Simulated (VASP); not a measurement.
# GaN (P6_3mc) in VASP: notebook

GaN is run at these levels: r2SCAN; tasks: single point.

All numbers are computed with VASP 6.6.1; they aren't measurements. Logs are shortened: lines on timing, memory, paths and dates and some standing lists are left out, and cuts for length are marked.

### 1 The cell of the first run

It takes space group P6_3mc (No. 186, hexagonal). Conventional cell: a = 3.183 Å, b = 3.183 Å, c = 5.028 Å, α = 90.00°, β = 90.00°, γ = 120.00°. Ga (site symmetry 3m) has 4 N at 1.89 to 1.94 Å within 2.5 Å. N (site symmetry 3m) has 4 Ga at 1.89 to 1.94 Å within 2.5 Å.

### 2 Single point, r2SCAN (strain +0.000 along x and y, -0.030 along z)

The input, POSCAR:

```
GaN
1.0
    3.1830984299      0.0000000000      0.0000000000
   -1.5915492150      2.7566441030      0.0000000000
    0.0000000000      0.0000000000      5.0280883552
Ga N
2 2
Direct
    0.3333333333      0.6666666667      0.9991101046
    0.6666666667      0.3333333333      0.4991101046
    0.3333333333      0.6666666667      0.3758898954
    0.6666666667      0.3333333333      0.8758898954
```

The input, INCAR.step1:

```
SYSTEM = GaN
ALGO     = Normal         ! electronic algorithm
EDIFF    = 1E-4           ! SCF threshold, eV
ENCUT    = 520            ! plane-wave cutoff, eV
GGA      = PE             ! functional
ISMEAR   = 0              ! smearing method
LASPH    = .TRUE.         ! aspherical terms in the spheres
LCHARG   = .FALSE.        ! write CHGCAR
LREAL    = .FALSE.        ! projectors in reciprocal space
LWAVE    = .TRUE.         ! write WAVECAR
NBANDS   = 26             ! bands
NELM     = 100            ! most SCF steps
PREC     = Accurate       ! precision mode
SIGMA    = 0.05           ! smearing width, eV
```

The input, INCAR.step2:

```
SYSTEM = GaN
ALGO     = Normal         ! electronic algorithm
EDIFF    = 1E-6           ! SCF threshold, eV
ENCUT    = 520            ! plane-wave cutoff, eV
ISIF     = 2              ! what is computed and relaxed
ISMEAR   = 0              ! smearing method
ISTART   = 1            
LASPH    = .TRUE.         ! aspherical terms in the spheres
LCHARG   = .FALSE.        ! write CHGCAR
LMIXTAU  = .TRUE.       
LREAL    = .FALSE.        ! projectors in reciprocal space
LWAVE    = .FALSE.        ! write WAVECAR
METAGGA  = R2SCAN         ! meta-GGA
NBANDS   = 26             ! bands
NELM     = 100            ! most SCF steps
PREC     = Accurate       ! precision mode
SIGMA    = 0.05           ! smearing width, eV
```

The input, KPOINTS:

```
k-points
0
G
  12 12 6
  0 0 0
```

Potentials or basis: VASP PAW PBE potentials, release 64 (Ga_d, N).

Run with:

```sh
cat potpaw_PBE.64/Ga_d/POTCAR potpaw_PBE.64/N/POTCAR > POTCAR
cp INCAR.step1 INCAR
mpirun -np 1 vasp_std > vasp.out
cp INCAR.step2 INCAR
mpirun -np 1 vasp_std > vasp.out
```

OUTCAR:

```text
SYSTEM = GaN
   EDIFF = 1E-6
   ENCUT = 520
   ISIF = 2
   ISMEAR = 0
   ISTART = 1
   LASPH = .TRUE.
   LREAL = .FALSE.
   METAGGA = R2SCAN
   NELM = 100
   PREC = Accurate

 ion  position               nearest neighbor table
   1  0.333  0.667  0.999-   3 1.89   4 1.94   4 1.94   4 1.94
   2  0.667  0.333  0.499-   4 1.89   3 1.94   3 1.94   3 1.94
   3  0.333  0.667  0.376-   1 1.89   2 1.94   2 1.94   2 1.94
   4  0.667  0.333  0.876-   2 1.89   1 1.94   1 1.94   1 1.94

  LATTYP: Found a hexagonal cell.
 ALAT       =     3.1830984299
 C/A-ratio  =     1.5796207582

  Lattice vectors:

 A1 = (   3.1830984299,   0.0000000000,   0.0000000000)
 A2 = (  -1.5915492150,   2.7566441030,   0.0000000000)
 A3 = (   0.0000000000,   0.0000000000,   5.0280883552)

Analysis of symmetry for initial positions (statically):
=====================================================================
 Subroutine PRICEL returns:
 Original cell was already a primitive cell.

 Routine SETGRP: Setting up the symmetry group for a
 hexagonal supercell.

 Subroutine GETGRP returns: Found 12 space group operations
 (whereof  6 operations were pure point group operations)
 out of a pool of 24 trial point group operations.

The static configuration has the point symmetry C_3v.
 The point group associated with its full space group is C_6v.

Analysis of symmetry for dynamics (positions and initial velocities):
=====================================================================
 Subroutine PRICEL returns:
 Original cell was already a primitive cell.

 Routine SETGRP: Setting up the symmetry group for a
 hexagonal supercell.

 Subroutine GETGRP returns: Found 12 space group operations
 (whereof  6 operations were pure point group operations)
 out of a pool of 24 trial point group operations.

The dynamic configuration has the point symmetry C_3v.
 The point group associated with its full space group is C_6v.

 Subroutine INISYM returns: Found 12 space group operations
 (whereof  6 operations are pure point group operations),
 and found     1 'primitive' translations

----------------------------------------------------------------------------------------

                                     Primitive cell

  volume of cell :      44.1198

  direct lattice vectors                    reciprocal lattice vectors
     3.183098430  0.000000000  0.000000000     0.314159308  0.181379961  0.000000000
    -1.591549215  2.756644103  0.000000000     0.000000000  0.362759922  0.000000000
     0.000000000  0.000000000  5.028088355     0.000000000  0.000000000  0.198882742

  length of vectors
     3.183098430  3.183098430  5.028088355     0.362759922  0.362759922  0.198882742

  position of ions in fractional coordinates (direct lattice)
     0.333333333  0.666666667  0.999110105
     0.666666667  0.333333333  0.499110105
     0.333333333  0.666666667  0.375889895
     0.666666667  0.333333333  0.875889895

  ion indices of the primitive-cell ions
   primitive index   ion index
                 1           1
                 2           2
                 3           3
                 4           4

----------------------------------------------------------------------------------------

 KPOINTS: k-points

Automatic generation of k-mesh.
 Grid dimensions read from file:
 generate k-points for:   12   12    6

 Generating k-lattice:

  Cartesian coordinates                     Fractional coordinates (reciprocal lattice)
     0.026179942  0.015114997  0.000000000     0.083333333  0.000000000  0.000000000
     0.000000000  0.030229994  0.000000000     0.000000000  0.083333333  0.000000000
     0.000000000  0.000000000  0.033147124     0.000000000  0.000000000  0.166666667

  Length of vectors
     0.030229994  0.030229994  0.033147124

  Shift w.r.t. Gamma in fractional coordinates (k-lattice)
     0.000000000  0.000000000  0.000000000

 Subroutine IBZKPT returns following result:
 ===========================================

 Found     76 irreducible k-points:

 Following reciprocal coordinates:
            Coordinates               Weight
  0.000000  0.000000  0.000000      1.000000
  0.083333 -0.000000  0.000000      6.000000
  0.166667 -0.000000  0.000000      6.000000
  0.250000  0.000000  0.000000      6.000000
  0.333333 -0.000000  0.000000      6.000000
  0.416667  0.000000  0.000000      6.000000
[... 16 lines left out ...]
  0.250000  0.000000  0.166667     12.000000
  0.333333 -0.000000  0.166667     12.000000
 [... further k-points ...]
   k-points           NKPTS =     76   k-points in BZ     NKDIM =     76   number of bands    NBANDS=     26
   number of dos      NEDOS =    301   number of ions     NIONS =      4
   total plane-waves  NPLWV =  23040
   dimension x,y,z NGX =    24 NGY =   24 NGZ =   40
   dimension x,y,z NGXF=    48 NGYF=   48 NGZF=   80
   ions per type =               2   2
   NGX,Y,Z   is equivalent  to a cutoff of  12.53, 12.53, 13.23 a.u.
[... 36 lines left out ...]
   METAGGA = R2SCAN    functional components
   LHFCALC =     F    Hartree Fock is set to
   AEXX    =    0.0000 exact exchange contribution
   IVDW    =     0    specifies the selected vdW correction
   LEPSILON=     F    determine dielectric tensor
   LRPA    =     F    only Hartree local field effects (RPA)
 non-spin polarized calculation
 Gauss-broadening in eV      SIGMA  =   0.05
  energy-cutoff  :      520.00
  volume of cell :       44.12
 maximum number of plane-waves:      1204
 NGX is ok and might be reduce to    24
   NGX = 11   NGY = 11   NGZ = 19

 number of electron      36.0000014 magnetization

 Free energy of the ion-electron system (eV)
  ---------------------------------------------------
  ext. energy  EPLUGINS =         0.00000000
  ---------------------------------------------------
  free energy    TOTEN  =       -43.74654351 eV

  energy without entropy =      -43.74654351  energy(sigma->0) =      -43.74654351

 E-fermi :   5.7521     XC(G=0): -12.8424

 val. band max:        5.4630830451   @ k =   0.0000   0.0000   0.0000
 cond. band min:       8.0257896832   @ k =   0.0000   0.0000   0.0000
 fundamental gap:      2.5627066381
 Fermi energy:         5.7520742481

 k-point     1 :       0.0000    0.0000    0.0000
  band No.  band energies     occupation
      1     -11.6477      2.00000
      2     -10.5115      2.00000
      3      -8.4148      2.00000
      4      -8.3896      2.00000
      5      -8.3896      2.00000
      6      -8.3061      2.00000
[... 18 lines left out ...]
     25      18.0130      0.00000
     26      18.0130      0.00000

 k-point     2 :       0.0833   -0.0000    0.0000
  band No.  band energies     occupation
      1     -11.5767      2.00000
      2     -10.4922      2.00000
      3      -8.4052      2.00000
      4      -8.3792      2.00000
      5      -8.3700      2.00000
      6      -8.2978      2.00000
[... 18 lines left out ...]
     25      17.9184      0.00000
     26      18.1876      0.00000

 k-point     3 :       0.1667   -0.0000    0.0000
  band No.  band energies     occupation
      1     -11.3802      2.00000
      2     -10.4438      2.00000
      3      -8.3770      2.00000
      4      -8.3541      2.00000
      5      -8.3127      2.00000
      6      -8.2613      2.00000
[... 18 lines left out ...]
     25      18.0727      0.00000
     26      18.5893      0.00000

 k-point     4 :       0.2500    0.0000    0.0000
  band No.  band energies     occupation
      1     -11.1088      2.00000
      2     -10.3881      2.00000
      3      -8.3474      2.00000
      4      -8.3288      2.00000
      5      -8.2572      2.00000
      6      -8.1952      2.00000
[... 18 lines left out ...]
     25      17.8270      0.00000
     26      19.1157      0.00000
[... 496 lines left out ...]
      1     -11.2979      2.00000
      2     -10.4772      2.00000
      3      -8.3729      2.00000
      4      -8.3498      2.00000
      5      -8.3090      2.00000
      6      -8.2625      2.00000
[... 18 lines left out ...]
     25      17.4887      0.00000
     26      18.3293      0.00000

 k-point    23 :       0.2500    0.0000    0.1667
  band No.  band energies     occupation
      1     -11.0395      2.00000
      2     -10.4100      2.00000
      3      -8.3489      2.00000
      4      -8.3209      2.00000
      5      -8.2691      2.00000
      6      -8.2050      2.00000
[... 18 lines left out ...]
     25      17.5854      0.00000
     26      18.9278      0.00000

 k-point    24 :       0.3333   -0.0000    0.1667
  band No.  band energies     occupation
      1     -10.7878      2.00000
      2     -10.3575      2.00000
      3      -8.3367      2.00000
      4      -8.3030      2.00000
      5      -8.2372      2.00000
      6      -8.1513      2.00000
[... 18 lines left out ...]
     25      17.8156      0.00000
     26      19.6472      0.00000

 [... further k-points ...]

------------------------ aborting loop because EDIFF is reached ----------------------------------------

  FORCE on cell =-STRESS in cart. coord.  units (eV):
  Direction    XX          YY          ZZ          XY          YZ          ZX
  --------------------------------------------------------------------------------------
  -------------------------------------------------------------------------------------
  Total        0.9177969      0.9177969      4.6687265     -0.0000000      0.0000000      0.0000000
  in kB       33.3290944     33.3290944    169.5412354     -0.0000000      0.0000000      0.0000000
  external PRESSURE =      78.7331414 kB  Pullay stress =       0.0000000 kB

 VOLUME and BASIS-vectors are now :
 -----------------------------------------------------------------------------
  energy-cutoff  :      520.00
  volume of cell :       44.12
      direct lattice vectors                 reciprocal lattice vectors
     3.183098430  0.000000000  0.000000000     0.314159308  0.181379961  0.000000000
    -1.591549215  2.756644103  0.000000000     0.000000000  0.362759922  0.000000000
     0.000000000  0.000000000  5.028088355     0.000000000  0.000000000  0.198882742

 POSITION                                       TOTAL-FORCE (eV/Angst)
 -----------------------------------------------------------------------------------
     -0.00000      1.83776      5.02361         0.000000     -0.000000     -0.423911
      1.59155      0.91888      2.50957        -0.000000      0.000000     -0.423911
     -0.00000      1.83776      1.89001         0.000000      0.000000      0.423911
      1.59155      0.91888      4.40405        -0.000000      0.000000      0.423911
 -----------------------------------------------------------------------------------
    total drift:                                0.000002      0.000003      0.033367

  FREE ENERGIE OF THE ION-ELECTRON SYSTEM (eV)
  ---------------------------------------------------
  free  energy   TOTEN  =       -43.7465435074 eV

  energy  without entropy=      -43.7465435074  energy(sigma->0) =      -43.74654351
```

It took 2.3 min on 1 thread of AMD EPYC 9R45 (Zen 5), shared host; peak memory 0.19 GiB.

Results:

```yaml
Free_energy: -43.7465 eV
Pressure: 7.9 GPa
Largest_force: 0.424 eV/Å
Band_gap_on_the_k_mesh: 2.56 eV
```

Forces in eV/Å, atoms in the order of the input:
```
Ga   0.000  0.000 -0.424
Ga   0.000  0.000 -0.424
N    0.000  0.000  0.424
N    0.000  0.000  0.424
```

Caveat: the cell differs from its parent crystal (strain +0.000 along x and y, -0.030 along z); the stress differs along the axes, from 3 to 17 GPa; the PAW data sets were made with another functional, which shifts forces and pressure a little.

### 3 Single point, r2SCAN (strain -0.015 along x and y, +0.000 along z)

The input, POSCAR:

```
GaN
1.0
    3.1353519534      0.0000000000      0.0000000000
   -1.5676759767      2.7152944415      0.0000000000
    0.0000000000      0.0000000000      5.1835962425
Ga N
2 2
Direct
    0.3333333333      0.6666666667      0.9991101046
    0.6666666667      0.3333333333      0.4991101046
    0.3333333333      0.6666666667      0.3758898954
    0.6666666667      0.3333333333      0.8758898954
```

The input, INCAR.step1:

```
ALGO = Normal ; EDIFF = 1E-4
ENCUT = 520 ; GGA = PE
ISMEAR = 0 ; LASPH = T
LCHARG = F ; LREAL = F
LWAVE = T ; NBANDS = 26
NELM = 100 ; PREC = Accurate
SIGMA = 0.05
```

The input, INCAR.step2:

```
ALGO = Normal ; EDIFF = 1E-6
ENCUT = 520 ; ISIF = 2
ISMEAR = 0 ; ISTART = 1
LASPH = T ; LCHARG = F
LMIXTAU = T ; LREAL = F
LWAVE = F ; METAGGA = R2SCAN
NBANDS = 26 ; NELM = 100
PREC = Accurate ; SIGMA = 0.05
```

The input, KPOINTS:

```
k-points
0
Gamma
  12 12 6
```

Potentials or basis: VASP PAW PBE potentials, release 64 (Ga_d, N).

Run with:

```sh
cat potpaw_PBE.64/Ga_d/POTCAR potpaw_PBE.64/N/POTCAR > POTCAR
cp INCAR.step1 INCAR
mpirun -np 1 vasp_std > vasp.out
cp INCAR.step2 INCAR
mpirun -np 1 vasp_std > vasp.out
```

Wall time 3 min (1 thread of Intel Xeon Platinum 8488C (Sapphire Rapids), shared host); peak memory 0.21 GiB.

Results (log left out):

```yaml
Free_energy: -43.7742 eV
Pressure: 7.6 GPa
Largest_force: 0.195 eV/Å
Band_gap_on_the_k_mesh: 2.51 eV
```

Forces in eV/Å, atoms in the order of the input:
```
Ga   0.000  0.000  0.195
Ga   0.000  0.000  0.195
N    0.000  0.000 -0.195
N    0.000  0.000 -0.195
```

Stress tensor (GPa, compression positive):
```
9.87 0.00 0.00
0.00 9.87 0.00
0.00 0.00 3.13
```

Levels at points of the mesh, in eV from the valence-band top:
| k point | band 15 | band 16 | band 17 | band 18 | band 19 | band 20 | band 21 | band 22 |
| --- | --- | --- | --- | --- | --- | --- | --- | --- |
| (0.00, 0.00, 0.00) | -1.05 | -0.10 | 0.00 | 0.00 | 2.51 | 5.15 | 10.02 | 10.90 |
| (0.50, 0.00, 0.00) | -4.44 | -2.90 | -2.34 | -1.11 | 5.76 | 6.25 | 6.54 | 9.54 |
| (0.00, 0.00, 0.50) | -0.54 | -0.54 | -0.54 | -0.54 | 5.01 | 5.01 | 9.25 | 9.25 |
| (0.50, 0.00, 0.50) | -2.09 | -2.09 | -2.08 | -2.08 | 4.94 | 4.94 | 8.56 | 8.56 |

Caveat: the cell differs from its parent crystal (strain -0.015 along x and y, +0.000 along z); the stress differs along the axes, from 3 to 10 GPa; the PAW data sets were made with another functional, which shifts forces and pressure a little.

### 4 Single point, r2SCAN (strain +0.000 along x and y, -0.015 along z)

The input, POSCAR:

```
GaN
1.0
    3.1830984299      0.0000000000      0.0000000000
   -1.5915492150      2.7566441030      0.0000000000
    0.0000000000      0.0000000000      5.1058422989
Ga N
2 2
Direct
    0.3333333333      0.6666666667      0.9991101046
    0.6666666667      0.3333333333      0.4991101046
    0.3333333333      0.6666666667      0.3758898954
    0.6666666667      0.3333333333      0.8758898954
```

The input, INCAR.step1:

```
SYSTEM = GaN
PREC = Accurate ; ENCUT = 520
ISMEAR = 0 ; SIGMA = 0.05
LREAL = .False. ; LASPH = .True.
NELM = 80 ; NBANDS = 26
GGA = PE ; ALGO = Normal
EDIFF = 1E-4 ; LWAVE = .True.
LCHARG = .False.
```

The input, INCAR.step2:

```
SYSTEM = GaN
PREC = Accurate ; ENCUT = 520
EDIFF = 1E-7 ; ISMEAR = 0
SIGMA = 0.05 ; LREAL = .False.
LASPH = .True. ; NELM = 80
ALGO = Normal ; ISIF = 2
LWAVE = .False. ; LCHARG = .False.
METAGGA = R2SCAN ; LMIXTAU = .True.
NBANDS = 26 ; ISTART = 1
```

The input, KPOINTS:

```
regular mesh
0
Gamma
  12 12 6
  0 0 0
```

Run with:

```sh
cat potpaw_PBE.64/Ga_d/POTCAR potpaw_PBE.64/N/POTCAR > POTCAR
cp INCAR.step1 INCAR
mpirun -np 1 vasp_std > vasp.out
cp INCAR.step2 INCAR
mpirun -np 1 vasp_std > vasp.out
```

Wall time 3.4 min (1 thread of Intel Xeon Platinum 8488C (Sapphire Rapids), shared host); peak memory 0.21 GiB.

Results (log left out):

| Property | Result |
| --- | --- |
| Free energy | -43.8007 eV |
| Pressure | 4.2 GPa |
| Largest force | 0.183 eV/Å |
| Band gap on the k mesh | 2.47 eV |

Forces on the atoms (eV/Å):
```
Ga   0.000  0.000 -0.183
Ga   0.000  0.000 -0.183
N    0.000  0.000  0.183
N    0.000  0.000  0.183
```

Stress tensor (GPa, compression positive):
```
2.18 0.00 0.00
0.00 2.18 0.00
0.00 0.00 8.38
```

Levels at points of the mesh, in eV from the valence-band top:
| k point | band 15 | band 16 | band 17 | band 18 | band 19 | band 20 | band 21 | band 22 |
| --- | --- | --- | --- | --- | --- | --- | --- | --- |
| (0.00, 0.00, 0.00) | -1.16 | -0.01 | -0.01 | 0.00 | 2.47 | 4.77 | 10.17 | 10.55 |
| (0.50, 0.00, 0.00) | -4.38 | -2.95 | -2.29 | -1.03 | 5.53 | 6.23 | 6.70 | 9.53 |
| (0.00, 0.00, 0.50) | -0.60 | -0.60 | -0.60 | -0.60 | 4.82 | 4.82 | 9.36 | 9.36 |
| (0.50, 0.00, 0.50) | -2.07 | -2.07 | -1.93 | -1.93 | 4.98 | 4.98 | 8.56 | 8.56 |

Caveat: the cell differs from its parent crystal (strain +0.000 along x and y, -0.015 along z); the stress differs along the axes, from 2 to 8 GPa; the PAW data sets were made with another functional, which shifts forces and pressure a little.

### 5 Overview

```csv
cell,gap on the mesh (eV),pressure (GPa),largest force (eV/Å)
"a = 3.183, b = 3.183, c = 5.028 Å, angles 90.0, 90.0, 120.0°, 4 atoms",2.56,7.9,0.42
"a = 3.135, b = 3.135, c = 5.184 Å, angles 90.0, 90.0, 120.0°, 4 atoms",2.51,7.6,0.19
"a = 3.183, b = 3.183, c = 5.106 Å, angles 90.0, 90.0, 120.0°, 4 atoms",2.47,4.2,0.18
```

Alike in all rows: task single point; level r2SCAN; potentials or basis VASP PAW PBE potentials, release 64 (Ga_d, N); no spin polarisation; k mesh 12 × 12 × 6; cutoff (eV) 520; smearing gaussian 0.05 eV.

Caveats: the PAW data sets were made with another functional, which shifts forces and pressure a little; the stress differs along the axes, from 3 to 17 GPa (at least some runs); the stress differs along the axes, from 3 to 10 GPa (at least some runs); the stress differs along the axes, from 2 to 8 GPa (at least some runs).

Total energies depend on the potentials used, so only differences within one code and one set of settings carry meaning.
